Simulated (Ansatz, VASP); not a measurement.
# Zn: VASP beside Ansatz

The input INCAR:

```
PREC = Accurate
ENCUT = 520
EDIFF = 1E-6
ISMEAR = -1
SIGMA = 0.1
LREAL = False
LASPH = True
NELM = 100
ALGO = Normal
ISIF = 2
LWAVE = False
LCHARG = False
GGA = RP
NBANDS = 25
```

Contents of KPOINTS:

```
Automatic mesh
0
Gamma
  9 9 13
```

Contents of POSCAR:

```
Zn
1.0
    4.4945340470      0.0000000000      0.0000000000
   -2.2472670235      3.8923806629      0.0000000000
    0.0000000000      0.0000000000      2.6940055859
Zn
3
Direct
    0.0000000000      1.0000000000      0.0000000000
    0.3333333333      0.6666666667      0.5000000000
    0.6666666667      0.3333333333      0.5000000000
```

Input for Ansatz:

```yaml
crystal:
  lattice:
    - [4.494534047, 0.0, 0.0]
    - [-2.2472670235, 3.8923806629, 0.0]
    - [0.0, 0.0, 2.6940055859]
  atoms:
    - { symbol: Zn, position: [0.0, 1.0, 0.0] }
    - { symbol: Zn, position: [0.3333333333, 0.6666666667, 0.5] }
    - { symbol: Zn, position: [0.6666666667, 0.3333333333, 0.5] }
hamiltonian:
  xc: rpbe
  pseudopotentials:
    kind: paw
    azcp:
      Zn: "pseudopotentials/Zn.paw.azcp"
basis:
  ecutwfc: 420
  fft_grid_basis: typed
kpoints:
  mp_grid: { grid: [9, 9, 13], shift: [0, 0, 0] }
magnetization:
  spin_polarized: false
scf:
  occupations: { method: fermi_dirac, width: 0.1 }
  lower_state_search: "off"
output:
  stress: true
  write_density: true
  write_potential: true
  elf: true
  volumetric_format: npy
```

Alike in both runs: task single point; functional RPBE; k mesh 9 × 9 × 13; occupations fermi-dirac, width 0.1 eV; no spin polarisation.

```csv
,VASP,Ansatz
version,VASP 6.6.1,Ansatz 0.2.0
potentials or method,"VASP PAW PBE potentials, release 64 (Zn), cutoff 520 eV","plane waves (420 eV) with PAW, scalar-relativistic"
valence electrons in the cell,36,36
```

|  | VASP | Ansatz | Ansatz less VASP |
| --- | --- | --- | --- |
| pressure (GPa) | 2.5 | 2.3 | -0.22 |
| traceless stress, the component that is largest in VASP (GPa) | 0.81 | 0.83 | +0.012 |

VASP's potentials were made for PBE, not for RPBE.
